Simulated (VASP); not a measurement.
# CuO (Cccm) in VASP: single point with PBEsol+U

Aim: the single point of CuO with PBEsol+U.

Program: VASP 6.6.1. These are calculated values, not measurements. Logs are shortened: lines on timing, memory, paths and dates and some standing lists are left out, and cuts for length are marked.

### 1 The cell of the first run

It takes space group Cccm (No. 66, orthorhombic). The conventional cell has a = 3.982 Å, b = 4.307 Å, c = 5.156 Å, α = 90.00°, β = 90.00°, γ = 90.00°. Within 2.6 Å of Cu (site symmetry 2/m) lie 4 O at 1.95 Å. Within 2.6 Å of O (site symmetry 222) lie 4 Cu at 1.95 Å and 2 O at 2.58 Å.

### 2 Single point, PBEsol+U

POSCAR

```
CuO
1.0
    1.9909680000     -2.1535500000      0.0000000000
    1.9909680000      2.1535500000      0.0000000000
    0.0000000000      0.0000000000      5.1559280000
Cu O
2 2
Direct
    0.5000000000      0.0000000000      0.0000000000
    0.0000000000      0.5000000000      0.5000000000
    0.5000000000      0.5000000000      0.2500000000
    0.5000000000      0.5000000000      0.7500000000
```

INCAR.step1

```
SYSTEM = CuO
PREC     = Accurate       ! precision mode
ENCUT    = 520            ! plane-wave cutoff, eV
EDIFF    = 1E-6           ! SCF threshold, eV
ISMEAR   = -1             ! smearing method
SIGMA    = 0.05           ! smearing width, eV
LREAL    = .FALSE.        ! projectors in reciprocal space
LASPH    = .TRUE.         ! aspherical terms in the spheres
NELM     = 150            ! most SCF steps
ALGO     = Normal         ! electronic algorithm
ISIF     = 2              ! what is computed and relaxed
LWAVE    = .FALSE.        ! write WAVECAR
LCHARG   = .TRUE.         ! write CHGCAR
LMAXMIX  = 4              ! l up to which the mixer works
LDAU     = .TRUE.         ! DFT+U
LDAUTYPE = 2            
LDAUL    = 2 -1           ! shell
LDAUU    = 4 0            ! U, eV
LDAUJ    = 0 0          
LDAUPRINT= 1            
GGA      = PS             ! functional
NBANDS   = 25             ! bands
```

KPOINTS.step1

```
regular mesh
0
G
  9 9 5
  0 0 0
```

INCAR.step2

```
SYSTEM = CuO
PREC     = Accurate       ! precision mode
ENCUT    = 520            ! plane-wave cutoff, eV
EDIFF    = 1E-6           ! SCF threshold, eV
ISMEAR   = -5             ! smearing method
SIGMA    = 0.05           ! smearing width, eV
LREAL    = .FALSE.        ! projectors in reciprocal space
LASPH    = .TRUE.         ! aspherical terms in the spheres
NELM     = 150            ! most SCF steps
ALGO     = Normal         ! electronic algorithm
ISIF     = 2              ! what is computed and relaxed
LWAVE    = .FALSE.        ! write WAVECAR
LCHARG   = .FALSE.        ! write CHGCAR
LMAXMIX  = 4              ! l up to which the mixer works
LDAU     = .TRUE.         ! DFT+U
LDAUTYPE = 2            
LDAUL    = 2 -1           ! shell
LDAUU    = 4 0            ! U, eV
LDAUJ    = 0 0          
LDAUPRINT= 1            
GGA      = PS             ! functional
LORBIT   = 10             ! projections on sites
NBANDS   = 25             ! bands
NEDOS    = 1001           ! points of the DOS
ICHARG   = 11             ! starting density
```

KPOINTS.step2

```
regular mesh
0
G
  14 14 8
  0 0 0
```

Potentials or basis: VASP PAW PBE potentials, release 64 (Cu, O).

Run with:

```console
$ cat potpaw_PBE.64/Cu/POTCAR potpaw_PBE.64/O/POTCAR > POTCAR
$ cp INCAR.step1 INCAR
$ cp KPOINTS.step1 KPOINTS
$ mpirun -np 1 vasp_std > vasp.out
$ cp INCAR.step2 INCAR
$ cp KPOINTS.step2 KPOINTS
$ mpirun -np 1 vasp_std > vasp.out
```

OUTCAR:

```text
SYSTEM = CuO
   PREC = Accurate
   ENCUT = 520
   EDIFF = 1E-6
   ISMEAR = -5
   LREAL = .FALSE.
   LASPH = .TRUE.
   NELM = 150
   ISIF = 2
   GGA = PS
   LORBIT = 10
   ICHARG = 11

 ion  position               nearest neighbor table
   1  0.500  0.000  0.000-   3 1.95   4 1.95   3 1.95   4 1.95
   2  0.000  0.500  0.500-   3 1.95   4 1.95   3 1.95   4 1.95
   3  0.500  0.500  0.250-   1 1.95   2 1.95   1 1.95   2 1.95
   4  0.500  0.500  0.750-   1 1.95   2 1.95   1 1.95   2 1.95

  LATTYP: Found a base centered orthorhombic cell.
 ALAT       =     3.9819360000
 B/A-ratio  =     1.0816597755
 C/A-ratio  =     1.2948294498

  Lattice vectors:

 A1 = (   1.9909680000,  -2.1535500000,   0.0000000000)
 A2 = (   1.9909680000,   2.1535500000,   0.0000000000)
 A3 = (   0.0000000000,   0.0000000000,   5.1559280000)

Analysis of symmetry for initial positions (statically):
=====================================================================
 Subroutine PRICEL returns:
 Original cell was already a primitive cell.

 Routine SETGRP: Setting up the symmetry group for a
 base centered orthorhombic supercell.

 Subroutine GETGRP returns: Found  8 space group operations
 (whereof  4 operations were pure point group operations)
 out of a pool of  8 trial point group operations.

The static configuration has the point symmetry C_2h.
 The point group associated with its full space group is D_2h.

Analysis of symmetry for dynamics (positions and initial velocities):
=====================================================================
 Subroutine PRICEL returns:
 Original cell was already a primitive cell.

 Routine SETGRP: Setting up the symmetry group for a
 base centered orthorhombic supercell.

 Subroutine GETGRP returns: Found  8 space group operations
 (whereof  4 operations were pure point group operations)
 out of a pool of  8 trial point group operations.

The dynamic configuration has the point symmetry C_2h.
 The point group associated with its full space group is D_2h.

 Subroutine INISYM returns: Found  8 space group operations
 (whereof  4 operations are pure point group operations),
 and found     1 'primitive' translations

----------------------------------------------------------------------------------------

                                     Primitive cell

  volume of cell :      44.2136

  direct lattice vectors                    reciprocal lattice vectors
     1.990968000 -2.153550000  0.000000000     0.251134122 -0.232174781  0.000000000
     1.990968000  2.153550000  0.000000000     0.251134122  0.232174781  0.000000000
     0.000000000  0.000000000  5.155928000     0.000000000  0.000000000  0.193951506

  length of vectors
     2.932870809  2.932870809  5.155928000     0.342013854  0.342013854  0.193951506

  position of ions in fractional coordinates (direct lattice)
     0.500000000  0.000000000  0.000000000
     0.000000000  0.500000000  0.500000000
     0.500000000  0.500000000  0.250000000
     0.500000000  0.500000000  0.750000000

  ion indices of the primitive-cell ions
   primitive index   ion index
                 1           1
                 2           2
                 3           3
                 4           4

[... 110 lines left out ...]
  energy-cutoff  :      520.00
  volume of cell :       44.21
 maximum number of plane-waves:      1215
 NGX is ok and might be reduce to    24

atom =   1  type =  1  l = 2

 onsite density matrix

spin component  1

  0.9437  0.0000 -0.0149  0.0000  0.0003
  0.0000  0.8718  0.0000 -0.0835  0.0000
 -0.0149  0.0000  0.9672  0.0000  0.0004
  0.0000 -0.0835  0.0000  0.8844  0.0000
  0.0003  0.0000  0.0004  0.0000  0.9617

spin component  2

  0.9437  0.0000 -0.0149  0.0000  0.0003
  0.0000  0.8718  0.0000 -0.0835  0.0000
 -0.0149  0.0000  0.9672  0.0000  0.0004
  0.0000 -0.0835  0.0000  0.8844  0.0000
  0.0003  0.0000  0.0004  0.0000  0.9617

 occupancies and eigenvectors

  o =  0.7944  v = -0.0000 -0.7331 -0.0000 -0.6801 -0.0000  0.0000  0.0000  0.0000  0.0000  0.0000      0.0000  0.0000  0.0000  0.0000  0.0000  0.0000  0.0000  0.0000  0.0000  0.0000
  o =  0.7944  v =  0.0000  0.0000  0.0000  0.0000  0.0000 -0.0000 -0.7331 -0.0000 -0.6801 -0.0000      0.0000  0.0000  0.0000  0.0000  0.0000  0.0000  0.0000  0.0000  0.0000  0.0000
  o =  0.9365  v =  0.8999  0.0000  0.4357 -0.0000 -0.0173  0.0000  0.0000  0.0000  0.0000  0.0000      0.0000  0.0000  0.0000  0.0000  0.0000  0.0000  0.0000  0.0000  0.0000  0.0000
  o =  0.9365  v =  0.0000  0.0000  0.0000  0.0000  0.0000  0.8999  0.0000  0.4357 -0.0000 -0.0173      0.0000  0.0000  0.0000  0.0000  0.0000  0.0000  0.0000  0.0000  0.0000  0.0000
  o =  0.9617  v = -0.0227 -0.0000  0.0071  0.0000 -0.9997  0.0000  0.0000  0.0000  0.0000  0.0000      0.0000  0.0000  0.0000  0.0000  0.0000  0.0000  0.0000  0.0000  0.0000  0.0000
  o =  0.9617  v =  0.0000  0.0000  0.0000  0.0000  0.0000 -0.0227 -0.0000  0.0071  0.0000 -0.9997      0.0000  0.0000  0.0000  0.0000  0.0000  0.0000  0.0000  0.0000  0.0000  0.0000
  o =  0.9618  v = -0.0000  0.6801  0.0000 -0.7331 -0.0000  0.0000  0.0000  0.0000  0.0000  0.0000      0.0000  0.0000  0.0000  0.0000  0.0000  0.0000  0.0000  0.0000  0.0000  0.0000
  o =  0.9618  v =  0.0000  0.0000  0.0000  0.0000  0.0000 -0.0000  0.6801  0.0000 -0.7331 -0.0000      0.0000  0.0000  0.0000  0.0000  0.0000  0.0000  0.0000  0.0000  0.0000  0.0000
  o =  0.9744  v =  0.0000  0.0000  0.0000  0.0000  0.0000 -0.4355 -0.0000  0.9000  0.0000  0.0163      0.0000  0.0000  0.0000  0.0000  0.0000  0.0000  0.0000  0.0000  0.0000  0.0000
  o =  0.9744  v = -0.4355 -0.0000  0.9000  0.0000  0.0163  0.0000  0.0000  0.0000  0.0000  0.0000      0.0000  0.0000  0.0000  0.0000  0.0000  0.0000  0.0000  0.0000  0.0000  0.0000

atom =   2  type =  1  l = 2

 onsite density matrix

spin component  1

  0.9437  0.0000  0.0149  0.0000 -0.0003
  0.0000  0.8718  0.0000  0.0835  0.0000
  0.0149  0.0000  0.9672  0.0000  0.0004
  0.0000  0.0835  0.0000  0.8844  0.0000
 -0.0003  0.0000  0.0004  0.0000  0.9617

spin component  2

  0.9437  0.0000  0.0149  0.0000 -0.0003
  0.0000  0.8718  0.0000  0.0835  0.0000
  0.0149  0.0000  0.9672  0.0000  0.0004
  0.0000  0.0835  0.0000  0.8844  0.0000
 -0.0003  0.0000  0.0004  0.0000  0.9617

 occupancies and eigenvectors

  o =  0.7944  v =  0.0000  0.7331 -0.0000 -0.6801 -0.0000  0.0000  0.0000  0.0000  0.0000  0.0000      0.0000  0.0000  0.0000  0.0000  0.0000  0.0000  0.0000  0.0000  0.0000  0.0000
  o =  0.7944  v =  0.0000  0.0000  0.0000  0.0000  0.0000  0.0000  0.7331 -0.0000 -0.6801 -0.0000      0.0000  0.0000  0.0000  0.0000  0.0000  0.0000  0.0000  0.0000  0.0000  0.0000
  o =  0.9365  v =  0.8999  0.0000 -0.4357  0.0000  0.0173  0.0000  0.0000  0.0000  0.0000  0.0000      0.0000  0.0000  0.0000  0.0000  0.0000  0.0000  0.0000  0.0000  0.0000  0.0000
  o =  0.9365  v =  0.0000  0.0000  0.0000  0.0000  0.0000  0.8999  0.0000 -0.4357  0.0000  0.0173      0.0000  0.0000  0.0000  0.0000  0.0000  0.0000  0.0000  0.0000  0.0000  0.0000
  o =  0.9617  v =  0.0227  0.0000  0.0071  0.0000 -0.9997  0.0000  0.0000  0.0000  0.0000  0.0000      0.0000  0.0000  0.0000  0.0000  0.0000  0.0000  0.0000  0.0000  0.0000  0.0000
  o =  0.9617  v =  0.0000  0.0000  0.0000  0.0000  0.0000  0.0227  0.0000  0.0071  0.0000 -0.9997      0.0000  0.0000  0.0000  0.0000  0.0000  0.0000  0.0000  0.0000  0.0000  0.0000
  o =  0.9618  v =  0.0000 -0.6801  0.0000 -0.7331 -0.0000  0.0000  0.0000  0.0000  0.0000  0.0000      0.0000  0.0000  0.0000  0.0000  0.0000  0.0000  0.0000  0.0000  0.0000  0.0000
  o =  0.9618  v =  0.0000  0.0000  0.0000  0.0000  0.0000  0.0000 -0.6801  0.0000 -0.7331 -0.0000      0.0000  0.0000  0.0000  0.0000  0.0000  0.0000  0.0000  0.0000  0.0000  0.0000
  o =  0.9744  v =  0.0000  0.0000  0.0000  0.0000  0.0000 -0.4355 -0.0000 -0.9000 -0.0000 -0.0163      0.0000  0.0000  0.0000  0.0000  0.0000  0.0000  0.0000  0.0000  0.0000  0.0000
  o =  0.9744  v = -0.4355 -0.0000 -0.9000 -0.0000 -0.0163  0.0000  0.0000  0.0000  0.0000  0.0000      0.0000  0.0000  0.0000  0.0000  0.0000  0.0000  0.0000  0.0000  0.0000  0.0000

 number of electron      33.9999999 magnetization

 Free energy of the ion-electron system (eV)
  ---------------------------------------------------
  ext. energy  EPLUGINS =         0.00000000
  ---------------------------------------------------
  free energy    TOTEN  =       -18.68798288 eV

  energy without entropy =      -18.68798288  energy(sigma->0) =      -18.68798288

 E-fermi :   4.3812     XC(G=0): -11.5510

 val. band max:        4.4027435464   @ k =   0.0714   0.0714   0.3750
 cond. band min:       4.3707807015   @ k =   0.0714   0.0714   0.5000
 fundamental gap:     -0.0319628450
 Fermi energy:         4.3812137540

 k-point     1 :       0.0000    0.0000    0.0000
  band No.  band energies     occupation
      1     -15.0963      2.00000
      2     -13.7569      2.00000
      3      -3.7119      2.00000
      4      -1.2133      2.00000
      5      -1.0543      2.00000
      6       0.0939      2.00000
[... 661 lines left out ...]
     24      17.2621      0.00000
     25      19.1704      0.00000

 [... further k-points ...]

------------------------ aborting loop because EDIFF is reached ----------------------------------------

  FORCE on cell =-STRESS in cart. coord.  units (eV):
  Direction    XX          YY          ZZ          XY          YZ          ZX
  --------------------------------------------------------------------------------------
  -------------------------------------------------------------------------------------
  Total       -1.6619496     -1.9976044     -2.4075432      0.0000000      0.0000000      0.0000000
  in kB      -60.2243823    -72.3875669    -87.2425970      0.0000000      0.0000000      0.0000000
  external PRESSURE =     -73.2848487 kB  Pullay stress =       0.0000000 kB

 VOLUME and BASIS-vectors are now :
 -----------------------------------------------------------------------------
  energy-cutoff  :      520.00
  volume of cell :       44.21
      direct lattice vectors                 reciprocal lattice vectors
     1.990968000 -2.153550000  0.000000000     0.251134122 -0.232174781  0.000000000
     1.990968000  2.153550000  0.000000000     0.251134122  0.232174781  0.000000000
     0.000000000  0.000000000  5.155928000     0.000000000  0.000000000  0.193951506

 POSITION                                       TOTAL-FORCE (eV/Angst)
 -----------------------------------------------------------------------------------
      0.99548     -1.07678      0.00000         0.000000      0.000000      0.000000
      0.99548      1.07678      2.57796         0.000000      0.000000      0.000000
      1.99097      0.00000      1.28898         0.000000      0.000000      0.000000
      1.99097      0.00000      3.86695         0.000000     -0.000000      0.000000
 -----------------------------------------------------------------------------------
    total drift:                                0.000000      0.000000     -0.000000

  FREE ENERGIE OF THE ION-ELECTRON SYSTEM (eV)
  ---------------------------------------------------
  free  energy   TOTEN  =       -18.6879828800 eV

  energy  without entropy=      -18.6879828800  energy(sigma->0) =      -18.68798288

 total charge

# of ion       s       p       d       tot
------------------------------------------
    1        0.379   0.382   9.236   9.997
    2        0.379   0.382   9.236   9.997
    3        1.572   3.343   0.000   4.915
    4        1.572   3.343   0.000   4.915
--------------------------------------------------
tot          3.902   7.450  18.472  29.824
```

It took 8 min on 1 thread of AMD EPYC 7R13, shared host; peak memory 0.33 GiB.

What came out:

* Valence electrons inside the program's atomic spheres: Cu 10.00; O 4.92

Eigenvalues of the final occupation matrices:
| site | spin | trace | eigenvalues |
| --- | --- | --- | --- |
| site 1 d | 1 | 4.63 | 0.79 0.94 0.96 0.96 0.97 |
| site 1 d | 2 | 4.63 | 0.79 0.94 0.96 0.96 0.97 |
| site 2 d | 1 | 4.63 | 0.79 0.94 0.96 0.96 0.97 |
| site 2 d | 2 | 4.63 | 0.79 0.94 0.96 0.96 0.97 |

Caveat: the PAW data sets were made with another functional, which shifts forces and pressure a little; U without spin polarisation on a metal has little footing; tetrahedron occupations give inexact forces and stress in metals.
